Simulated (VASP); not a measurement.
A run of VASP 6.6.1 is set up as follows.

File INCAR:

```
SYSTEM = NbP
ALGO = Normal ; EDIFF = 1E-6
ENCUT = 520 ; GGA = PS
ISIF = 2 ; ISMEAR = 0
LASPH = .TRUE. ; LCHARG = .FALSE.
LREAL = .FALSE. ; LWAVE = .FALSE.
NBANDS = 26 ; NELM = 60
PREC = Accurate ; SIGMA = 0.1
```

KPOINTS

```
k-points
0
G
  18 18 18
  0 0 0
```

POSCAR

```
NbP
1.0
   -1.6330240588      1.6330240588      5.4840719458
    1.6330240588     -1.6330240588      5.4840719458
    1.6330240588      1.6330240588     -5.4840719458
Nb P
2 2
Direct
    0.7506586311      0.7506586311      0.0000000000
    0.5006586311      1.0006586311      0.5000000000
    0.3319699439      0.3319699439      0.0000000000
    0.0819699439      0.5819699439      0.5000000000
```

Potentials or basis: VASP PAW PBE potentials, release 64 (Nb_sv, P).

The run is started by

```console
$ cat potpaw_PBE.64/Nb_sv/POTCAR potpaw_PBE.64/P/POTCAR > POTCAR
$ mpirun -np 1 vasp_std > vasp.out
```

(1) What does it give for the band gap on the k mesh?

(2) Predict the pressure.

Results:

(1) zero (bands 18 and 19 overlap by 0.04 eV).

(2) 13.8 GPa.

Caveat: the cell stands under pressure; the PAW data sets were made with another functional, which shifts forces and pressure a little.
